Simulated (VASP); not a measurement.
Here is a VASP 6.6.1 calculation.

INCAR

```
  ALGO = Fast
  EDIFF = 1E-7
  EDIFFG = -0.01
  ENCUT = 600
  GGA = PE
  IBRION = 2
  ISIF = 3
  ISMEAR = 0
  LASPH = True
  LCHARG = False
  LREAL = False
  LWAVE = False
  NELM = 60
  NSW = 100
  PREC = Accurate
  SIGMA = 0.1
```

File KPOINTS:

```
k-points
0
Gamma
  22 22 22
```

POSCAR

```
Mg
1.0
    0.0000000000      2.2558302602      2.3104169921
    2.2124578189      0.0000000000      2.3104169921
    2.2124578189      2.2558302602      0.0000000000
Mg
1
Direct
    0.0000000000      0.0000000000      0.0000000000
```

Potentials or basis: VASP PAW PBE potentials, release 64 (Mg).

Run with:

```sh
$ cat potpaw_PBE.64/Mg/POTCAR > POTCAR
$ mpirun -np 1 vasp_std > vasp.out
```

Question: Estimate the relaxed volume.

Answer: 23.07 Å³/atom.

Question: Estimate the space group after relaxing (to 0.1 Å).

Answer: I4/mmm (No. 139).

Question: What does it give for the band gap on the k mesh?

Answer: Zero (bands 1 and 2 overlap by 2.61 eV).

The path:
```csv
step,energy change (eV),largest force (eV/Å),pressure (GPa),volume (Å³)
1,0.0000,0.0000,-0.04,23.06
2,-0.0002,0.0000,-0.01,23.05
3,-0.0005,0.0000,0.08,22.99
4,-0.0003,0.0000,0.26,22.88
5,-0.0006,0.0000,0.14,22.95
6,-0.0006,0.0000,0.12,22.96
7,-0.0006,0.0000,-0.04,23.07
```
